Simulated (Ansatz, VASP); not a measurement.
One calculation of BAs, two programs

```
B As
1.0
    -1.67956    1.67956    5.81818
     1.67956   -1.67956    5.81818
     1.67956    1.67956   -5.81818
B As
2 2
Direct
  0.83333 0.83333 0.00000
  0.58333 0.08333 0.50000
  0.66667 0.66667 0.00000
  0.41667 0.91667 0.50000
```

Alike in both runs: task relaxation of cell and atoms; functional PBE; k mesh 8 × 8 × 8; occupations gaussian, width 0.1 eV; no spin polarisation.

```csv
,VASP,Ansatz
version,VASP 6.6.1,Ansatz 0.2.0
potentials or method,"VASP PAW PBE potentials, release 64 (B, As), cutoff 600 eV","scalar-relativistic, plane waves, PAW"
valence electrons in the cell,16,36
```

|  | VASP | Ansatz | Ansatz less VASP |
| --- | --- | --- | --- |
| gap on the k mesh at the Fermi level, each at its own relaxed structure (eV) | none | none | - |
| relaxed volume (Å³/atom) | 17.30 | 17.22 | -0.075 |
| relaxed cell length with the largest relative difference (Å) | 6.418 | 6.403 | -0.0147 |

A gap of «none» marks a metal or a gap that the smearing closes. VASP's potentials hold 16 valence electrons a cell and Ansatz's 36, so a difference there can come from the potentials and not from the codes.
